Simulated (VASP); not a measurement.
Crystal: CdF2.

```xyz
3
Lattice="3.1900 0.0000 0.0000 -1.5950 2.7626 0.0000 0.0000 0.0000 5.1040" Properties=species:S:1:pos:R:3 pbc="T T T"
Cd    0.0000    0.0000    0.0000
F     0.0000    1.8417    1.2760
F     1.5950    0.9209    3.8280
```

- Program: VASP 6.6.1
- Task: relaxation of cell and atoms
- Functional: r2SCAN
- Potentials or basis: VASP PAW PBE potentials, release 64 (Cd, F)
- Cutoff: 600 eV
- k mesh: 5 × 5 × 3
- Occupations: gaussian, width 0.01 eV
- Spin: no spin polarisation

At the start: pressure 4.0 GPa; volume 14.99 Å³/atom.

Task: Where does the relaxation end?

Result: Over 18 steps the energy falls by 152.4 meV/atom and the volume is 14.65 Å³/atom (-2.3 %); space group P-3m1 (No. 164, to 0.05 Å).

Step by step:
```
step  energy change (eV)  largest force (eV/Å)  pressure (GPa)  volume (Å³)
   1              0.0000                0.5616            4.00        44.98
   2             -0.2156                0.7110           -0.57        47.39
   3             -0.3068                0.8360           -6.37        51.06
   4             -0.3108                0.8188           -5.03        50.14
   5             -0.4357                0.1372           -1.10        48.03
   6             -0.4437                0.0826            0.31        47.33
   7             -0.4453                0.0555           -0.32        47.43
   8             -0.4454                0.0462           -0.54        47.47
   9             -0.4470                0.0715           -0.36        47.11
  10             -0.4495                0.1436            0.17        46.08
  11             -0.4512                0.1150           -0.11        45.88
  12             -0.4538                0.0310           -0.89        45.29
  13             -0.4549                0.0314           -0.71        44.99
  14             -0.4569                0.0300           -0.16        44.12
  15             -0.4570                0.0298            0.07        43.81
  16             -0.4570                0.0288            0.04        43.86
  17             -0.4571                0.0244            0.01        43.88
  18             -0.4573                0.0084           -0.07        43.94
```

Final structure:
```
Cd F
1.0
     3.52971    0.00000    0.00000
    -1.76486    3.05682    0.00000
     0.00000    0.00000    4.07238
Cd F
1 2
Cartesian
  0.0000 0.0000 0.0000
  0.0000 2.0379 0.9711
  1.7649 1.0189 3.1012
```

Caveat: the k points lie up to 0.51 Å⁻¹ apart in the final cell; the PAW data sets were made with another functional, which shifts forces and pressure a little.
